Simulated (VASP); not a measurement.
Al3GaAs4 (an interface model), 8 atoms in the cell. The cell holds layers of an interface, 8 atoms: a = 3.989 Å, b = 3.989 Å, c = 13.207 Å, α = 90.00°, β = 90.00°, γ = 120.00°. 

| Quantity | Value |
| --- | --- |
| Program | VASP 6.6.1 |
| Task | single point |
| Functional | PBEsol |
| Potentials or basis | VASP PAW PBE potentials, release 64 (Ga_d, Al, As) |
| Cutoff | 520 eV |
| k mesh | 4 × 4 × 1 |
| Occupations | fermi-dirac, width 0.05 eV |
| Spin | no spin polarisation |
| Dipole correction | no |
| Further INCAR settings | ALGO = Normal; EDIFF = 1e-07; NBANDS = 31 |

Potentials or basis: VASP PAW PBE potentials, release 64 (Ga_d, Al, As).

The run is started by

```bash
$ cat potpaw_PBE.64/Ga_d/POTCAR potpaw_PBE.64/Al/POTCAR potpaw_PBE.64/As/POTCAR > POTCAR
$ mpirun -np 1 vasp_std > vasp.out
```

Hardware: 1 thread of Intel Xeon 8259CL (shared host).

Estimate the wall time of this run.

Run time: 120 s on 1 thread of Intel Xeon 8259CL, on a shared host, peak memory 0.3 GiB. Counts: scf iterations 15, k points 10.
